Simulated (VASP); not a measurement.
A run of VASP 6.6.1:

INCAR

```
PREC = Accurate
ENCUT = 520
EDIFF = 1E-6
ISMEAR = 0
SIGMA = 0.1
LREAL = False
LASPH = True
NELM = 60
ALGO = Normal
ISIF = 2
LWAVE = False
LCHARG = False
LDIPOL = True
IDIPOL = 3
DIPOL = 0.5 0.5 0.362
GGA = PE
NBANDS = 15
```

Contents of KPOINTS:

```
Automatic mesh
0
Gamma
  9 9 1
```

POSCAR

```
Al3N
1.0
    2.8567582919      0.0000000000      0.0000000000
   -1.4283791460      2.4740252533      0.0000000000
    0.0000000000      0.0000000000     20.1013781961
Al N
3 1
Direct
    0.6666666667      0.3333333334      0.1989913309
    0.3333333333      0.6666666666      0.3134471576
    0.0000000000      0.0000000000      0.4278999237
    0.3333333333      0.1666666666      0.5058501140
```

Potentials or basis: VASP PAW PBE potentials, release 64 (Al, N).

The run is started by

```sh
$ cat potpaw_PBE.64/Al/POTCAR potpaw_PBE.64/N/POTCAR > POTCAR
$ mpirun -np 1 vasp_std > vasp.out
```

Hardware: 1 thread of Intel(R) Xeon(R) Platinum 8488C (Sapphire Rapids) (shared host).

Q: How long does it take, and how much memory?

A: Wall time 70 s on 1 thread of Intel(R) Xeon(R) Platinum 8488C (Sapphire Rapids), with other jobs on the host, peak memory 0.28 GiB. Counts: scf iterations 26, k points 25.
